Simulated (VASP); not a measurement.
# B12HN12 (a cell with a defect) in VASP: single point with PBE+D3(BJ)

Aim: the single point of B12HN12 (a cell with a defect) with PBE+D3(BJ).

Program: VASP 6.6.1. These are calculated values, not measurements. Logs are shortened: lines on timing, memory, paths and dates and some standing lists are left out, and cuts for length are marked.

**1. The cell of the first run**

The cell holds a defect, 25 atoms: a = 6.642 Å, b = 6.642 Å, c = 6.642 Å, α = 98.45°, β = 111.01°, γ = 119.63°.

**2. Single point, PBE+D3(BJ)**

The input, INCAR:

```
PREC = Accurate
ENCUT = 520
EDIFF = 1E-6
ISMEAR = 0
SIGMA = 0.02
LREAL = Auto
LASPH = T
NELM = 60
ALGO = Normal
ISIF = 2
LWAVE = F
LCHARG = T
GGA = PE
IVDW = 12
LELF = T
LVHAR = T
NELECT = 96.0
NBANDS = 66
```

The input, KPOINTS:

```
Automatic mesh
0
Gamma
  2 2 2
  0.5 0.5 0.5
```

The input, POSCAR:

```
B12HN12
1.0
   -3.7615274009     -3.3394822066     -4.3376638254
    3.7615274009     -3.3394822066      4.3376638254
   -3.7615274009      3.3394822066      4.3376638254
B N H
12 12 1
Direct
    0.1712523182      0.7546301692      0.9165385238
    0.9993874646     -0.0078617113      0.0028338556
    0.3339459263      0.5034464004      0.8260842862
    0.8158803447      0.2351317251      0.0871566572
    0.6953931691      0.5269944776      0.1658516983
    0.1620810239      0.2452861855      0.4167111729
    0.5174529356      0.7712761555      0.2525846273
    0.3368944008      0.0018366393      0.3355227584
    0.9964388571      0.4986283266      0.4982755273
    0.8362591294      0.7531018215      0.5824539540
    0.6379402386     -0.0295413519      0.6649345974
    0.4970741285      0.2461947937      0.7501759809
    0.1714675792      0.0865889116      0.2510074939
    0.9919251548      0.3255013260      0.3334505837
    0.3414081255      0.8415253872      0.1669095335
    0.8425518898      0.5946975888      0.4140935554
    0.6612235344      0.8283269777      0.4995904537
    0.1618657629      0.5795398195      0.7484545794
    0.4907813681      0.0715416347      0.5854789878
    0.3301152346      0.3295033856      0.6663430160
    1.0032181562      0.8362277504      0.8327215727
    0.7800032071      0.0245860649      0.9224063394
    0.6721098733      0.3383670382      1.0004367322
    0.5533302005      0.6424031358      0.0779160314
    0.6666666513      0.8340023140      0.0006690581
```

Potentials or basis: VASP PAW PBE potentials, release 64 (B, N, H).

Run with:

```sh
cat potpaw_PBE.64/B/POTCAR potpaw_PBE.64/N/POTCAR potpaw_PBE.64/H/POTCAR > POTCAR
mpirun -np 1 vasp_std > vasp.out
```

OUTCAR:

```text
PREC = Accurate
   ENCUT = 520
   EDIFF = 1E-6
   ISMEAR = 0
   LREAL = Auto
   LASPH = T
   NELM = 60
   ISIF = 2
   GGA = PE
   IVDW = 12
   NELECT = 96.0
 IVDW          = 12

 ion  position               nearest neighbor table
   1  0.171  0.755  0.917-  21 1.45  18 1.45  15 1.45
   2  0.999  0.992  0.003-  21 1.43  13 1.43  22 1.50
   3  0.334  0.503  0.826-  20 1.43  18 1.43  24 1.50
   4  0.816  0.235  0.087-  14 1.43  23 1.44  22 1.50
   5  0.695  0.527  0.166-  16 1.44  23 1.44  24 1.51
   6  0.162  0.245  0.417-  20 1.45  13 1.45  14 1.45
[... 16 lines left out ...]
  23  0.672  0.338  0.000-   5 1.44   4 1.44  12 1.45
  24  0.553  0.642  0.078-   3 1.50   7 1.50   5 1.51
  25  0.667  0.834  0.001-

  LATTYP: Found a body centered orthorhombic cell.
 ALAT       =     6.6789644132
 B/A-ratio  =     1.1263804291
 C/A-ratio  =     1.2989031104

  Lattice vectors:

 A1 = (  -3.7615274009,   3.3394822066,  -4.3376638254)
 A2 = (   3.7615274009,  -3.3394822066,  -4.3376638254)
 A3 = (  -3.7615274009,  -3.3394822066,   4.3376638254)

Analysis of symmetry for initial positions (statically):
=====================================================================
 Subroutine PRICEL returns:
 Original cell was already a primitive cell.

 Routine SETGRP: Setting up the symmetry group for a
 body centered orthorhombic supercell.

 Subroutine GETGRP returns: Found  2 space group operations
 (whereof  1 operations were pure point group operations)
 out of a pool of  8 trial point group operations.

The static configuration has the point symmetry C_1 .
 The point group associated with its full space group is C_2 .

Analysis of symmetry for dynamics (positions and initial velocities):
=====================================================================
 Subroutine PRICEL returns:
 Original cell was already a primitive cell.

 Routine SETGRP: Setting up the symmetry group for a
 body centered orthorhombic supercell.

 Subroutine GETGRP returns: Found  2 space group operations
 (whereof  1 operations were pure point group operations)
 out of a pool of  8 trial point group operations.

The dynamic configuration has the point symmetry C_1 .
 The point group associated with its full space group is C_2 .

 Subroutine INISYM returns: Found  2 space group operations
 (whereof  1 operations are pure point group operations),
 and found     1 'primitive' translations

----------------------------------------------------------------------------------------

                                     Primitive cell

  volume of cell :     217.9512

  direct lattice vectors                    reciprocal lattice vectors
    -3.761527401 -3.339482207 -4.337663825    -0.132924726 -0.149723810  0.000000000
     3.761527401 -3.339482207  4.337663825     0.000000000 -0.149723810  0.115269422
    -3.761527401  3.339482207  4.337663825    -0.132924726  0.000000000  0.115269422

  length of vectors
     6.642029604  6.642029604  6.642029604     0.200215389  0.188955706  0.175943236

  position of ions in fractional coordinates (direct lattice)
     0.171252318  0.754630169  0.916538524
     0.999387465  0.992138289  0.002833856
     0.333945926  0.503446400  0.826084286
     0.815880345  0.235131725  0.087156657
     0.695393169  0.526994478  0.165851698
     0.162081024  0.245286185  0.416711173
[... 17 lines left out ...]
     0.553330200  0.642403136  0.077916031
     0.666666651  0.834002314  0.000669058

  ion indices of the primitive-cell ions
   primitive index   ion index
                 1           1
                 2           2
                 3           3
                 4           4
                 5           5
                 6           6
[... 17 lines left out ...]
                24          24
                25          25

----------------------------------------------------------------------------------------

 KPOINTS: Automatic mesh

Automatic generation of k-mesh.
 Grid dimensions read from file:
 generate k-points for:    2    2    2

 Generating k-lattice:

  Cartesian coordinates                     Fractional coordinates (reciprocal lattice)
    -0.066462363 -0.074861905  0.000000000     0.500000000 -0.000000000  0.000000000
     0.000000000 -0.074861905  0.057634711    -0.000000000  0.500000000  0.000000000
    -0.066462363  0.000000000  0.057634711     0.000000000  0.000000000  0.500000000

  Length of vectors
     0.100107695  0.094477853  0.087971618

  Shift w.r.t. Gamma in fractional coordinates (k-lattice)
     0.500000000  0.500000000  0.500000000

 Subroutine IBZKPT returns following result:
 ===========================================

 Found      4 irreducible k-points:

 Following reciprocal coordinates:
            Coordinates               Weight
  0.250000  0.250000  0.250000      2.000000
 -0.250000  0.250000  0.250000      2.000000
  0.250000 -0.250000  0.250000      2.000000
 -0.250000 -0.250000  0.250000      2.000000
   k-points           NKPTS =      4   k-points in BZ     NKDIM =      4   number of bands    NBANDS=     66
   number of dos      NEDOS =    301   number of ions     NIONS =     25
   total plane-waves  NPLWV = 125000
   dimension x,y,z NGX =    50 NGY =   50 NGZ =   50
   dimension x,y,z NGXF=   100 NGYF=  100 NGZF=  100
   ions per type =              12  12   1
   NGX,Y,Z   is equivalent  to a cutoff of  12.51, 12.51, 12.51 a.u.
   NGXF,Y,Z  is equivalent  to a cutoff of  25.03, 25.03, 25.03 a.u.
 SYSTEM =  unknown system
   PREC   = accura    normal or accurate (medium, high low for compatibility)
   ISTART =      0    job   : 0-new  1-cont  2-samecut
   ICHARG =      2    charge: 1-file 2-atom 10-const
   ISPIN  =      1    spin polarized calculation?
   LNONCOLLINEAR =      F non collinear calculations
   LSORBIT =      F    spin-orbit coupling
   LASPH  =      T    aspherical Exc in radial PAW
   ENCUT  =  520.0 eV  38.22 Ry    6.18 a.u.  12.35 12.35 12.35*2*pi/ulx,y,z
   NELM   =     60;   NELMIN=  2; NELMDL= -5     # of ELM steps
   EDIFF  = 0.1E-05   stopping-criterion for ELM
   LREAL  =      T    real-space projection
   EDIFFG = 0.1E-04   stopping-criterion for IOM
   NSW    =      0    number of steps for IOM
   IBRION =     -1    ionic relax: 0-MD 1-quasi-New 2-CG
   NFREE  =      0    steps in history (QN), initial steepest desc. (CG)
   ISIF   =      2    stress and relaxation
   ISYM   =      2    0-nonsym 1-usesym 2-fastsym
   POTIM  = 0.5000    time-step for ionic-motion
   TEBEG  =    0.0;   TEEND  =   0.0 temperature during run
   PSTRESS=    0.0 pullay stress
   NELECT =      96.0000    total number of electrons
   NUPDOWN=      -1.0000    fix difference up-down
   EMIN   =  10.00;   EMAX   =-10.00  energy-range for DOS
   EFERMI =   0.00;   METHOD = LEGACY
   ISMEAR =     0;   SIGMA  =   0.02  broadening in eV -4-tet -1-fermi 0-gaus
   EFERMI_NEDOS =   21; number of points for ismear=-14 and -15
   IALGO  =     38    algorithm
   IMIX   =      4    mixing-type and parameters
     AMIX     =   0.40;   BMIX     =  1.00
     AMIX_MAG =   1.60;   BMIX_MAG =  1.00
  volume/ion in A,a.u.               =       8.72        58.83
  Fermi-wavevector in a.u.,A,eV,Ry     =   1.245601  2.353844 21.109725  1.551521
  Thomas-Fermi vector in A             =   2.379816
   LORBIT       =      0    0 simple, 1 ext, 2 COOP (PROOUT), +10 PAW based schemes
   GGA     = PE    functional components
   LHFCALC =     F    Hartree Fock is set to
   AEXX    =    0.0000 exact exchange contribution
   IVDW    =    12    specifies the selected vdW correction
   LEPSILON=     F    determine dielectric tensor
   LRPA    =     F    only Hartree local field effects (RPA)
 non-spin polarized calculation
 Gauss-broadening in eV      SIGMA  =   0.02
  energy-cutoff  :      520.00
  volume of cell :      217.95
 maximum number of plane-waves:      5886
 NGX is ok and might be reduce to    50
   NGX = 25   NGY = 25   NGZ = 25

 number of electron      96.0000000 magnetization

 Free energy of the ion-electron system (eV)
  ---------------------------------------------------
  ext. energy  EPLUGINS =         0.00000000
  ---------------------------------------------------
  free energy    TOTEN  =      -216.70122182 eV

  energy without entropy =     -216.70122182  energy(sigma->0) =     -216.70122182

 E-fermi :   2.4137     XC(G=0): -10.0347

 val. band max:        2.2910967786   @ k =   0.2500  -0.2500   0.2500
 cond. band min:       6.1917091584   @ k =   0.2500  -0.2500   0.2500
 fundamental gap:      3.9006123799
 Fermi energy:         2.4137188297

 k-point     1 :       0.2500    0.2500    0.2500
  band No.  band energies     occupation
      1     -15.0659      2.00000
      2     -14.6616      2.00000
      3     -14.5644      2.00000
      4     -14.5386      2.00000
      5     -13.0843      2.00000
      6     -12.7800      2.00000
[... 52 lines left out ...]
     59      10.5691      0.00000
     60      10.6311      0.00000

 k-point     2 :      -0.2500    0.2500    0.2500
  band No.  band energies     occupation
      1     -15.3341      2.00000
      2     -14.8779      2.00000
      3     -13.9839      2.00000
      4     -13.6460      2.00000
      5     -13.5084      2.00000
      6     -13.4210      2.00000
[... 52 lines left out ...]
     59       9.9439      0.00000
     60      10.4489      0.00000

 k-point     3 :       0.2500   -0.2500    0.2500
  band No.  band energies     occupation
      1     -15.2500      2.00000
      2     -14.7851      2.00000
      3     -14.1885      2.00000
      4     -13.8766      2.00000
      5     -13.7357      2.00000
      6     -13.6447      2.00000
[... 52 lines left out ...]
     59      10.3040      0.00000
     60      10.5450      0.00000

 k-point     4 :      -0.2500   -0.2500    0.2500
  band No.  band energies     occupation
      1     -15.4278      2.00000
      2     -14.4872      2.00000
      3     -14.1202      2.00000
      4     -13.8336      2.00000
      5     -13.7797      2.00000
      6     -13.2124      2.00000
[... 52 lines left out ...]
     59      10.4513      0.00000
     60      10.5404      0.00000
 [bands above 60 left out]

------------------------ aborting loop because EDIFF is reached ----------------------------------------

 Edisp (eV)   -3.49621

 E8    (eV) :    -1.0176

  FORCE on cell =-STRESS in cart. coord.  units (eV):
  Direction    XX          YY          ZZ          XY          YZ          ZX
  --------------------------------------------------------------------------------------
  -------------------------------------------------------------------------------------
  Total      -9.28976    -9.78984    -8.02709     3.25837     0.00000     0.00000
  in kB     -68.28983   -71.96594   -59.00780    23.95251     0.00000     0.00000
  external pressure =      -66.42 kB  Pullay stress =        0.00 kB

 VOLUME and BASIS-vectors are now :
 -----------------------------------------------------------------------------
  energy-cutoff  :      520.00
  volume of cell :      217.95
      direct lattice vectors                 reciprocal lattice vectors
    -3.761527401 -3.339482207 -4.337663825    -0.132924726 -0.149723810  0.000000000
     3.761527401 -3.339482207  4.337663825     0.000000000 -0.149723810  0.115269422
    -3.761527401  3.339482207  4.337663825    -0.132924726  0.000000000  0.115269422

 POSITION                                       TOTAL-FORCE (eV/Angst)
 -----------------------------------------------------------------------------------
     -1.25319     -0.03120      6.50613         0.003456      0.000560     -0.002056
     -0.03793     -6.64120     -0.01915        -0.004415     -0.000133     -0.005520
     -2.46976     -0.03776      4.31851         0.004415      0.000133     -0.005520
     -2.51234     -3.21878     -2.14104         0.002089      0.007548      0.006101
     -1.25729     -3.52828     -0.01105        -0.001792     -0.010750      0.004033
     -1.25449      0.03120      2.16847        -0.003456     -0.000560     -0.002056
[... 17 lines left out ...]
      0.04197     -3.73293      0.72434        -0.005112      0.000318      0.003153
      0.62692     -5.00922      0.72875         0.000000      0.000000     -0.007963
 -----------------------------------------------------------------------------------
    total drift:                               -0.001683      0.004957     -0.005417

  FREE ENERGIE OF THE ION-ELECTRON SYSTEM (eV)
  ---------------------------------------------------
  free  energy   TOTEN  =      -220.1974315934 eV

  energy  without entropy=     -220.1974315934  energy(sigma->0) =     -220.19743159
```

Wall time 2.3 min (1 thread of Intel Xeon Platinum 8375C at 2.90GHz (Ice Lake), shared host); peak memory 0.35 GiB.

Results:

```
Free energy                : -220.1974 eV
Largest force              : 0.012 eV/Å
Dispersion energy per atom : -0.140 eV
```

Forces on the atoms (eV/Å):
```
B    0.003  0.001 -0.002
B   -0.004  0.000 -0.006
B    0.004  0.000 -0.006
B    0.002  0.008  0.006
B   -0.002 -0.011  0.004
B   -0.003 -0.001 -0.002
B   -0.002 -0.008  0.006
B   -0.001  0.002  0.000
B    0.001 -0.002  0.000
B    0.002 -0.002  0.002
B    0.002  0.011  0.004
B   -0.002  0.002  0.002
N    0.003  0.000  0.003
N    0.001 -0.002  0.001
N   -0.001  0.002  0.001
N    0.000  0.003 -0.004
N    0.000  0.001 -0.003
N   -0.003  0.000  0.003
N    0.000 -0.003 -0.004
N    0.001  0.002  0.000
N   -0.001 -0.002  0.000
N    0.005  0.000  0.003
N    0.000 -0.001 -0.003
N   -0.005  0.000  0.003
H    0.000  0.000 -0.008
```

Levels at points of the mesh, in eV from the Fermi level:
| k point | band 45 | band 46 | band 47 | band 48 | band 49 | band 50 | band 51 | band 52 |
| --- | --- | --- | --- | --- | --- | --- | --- | --- |
| (0.25, 0.25, 0.25) | -1.25 | -1.25 | -1.00 | -0.99 | 4.36 | 4.68 | 5.09 | 5.18 |

Caveat: the k points lie up to 0.63 Å⁻¹ apart; the cell carries a net charge on a neutralising background, which shifts energy and pressure; the cell is charged against a uniform background, so pressure and absolute levels hang on convention.
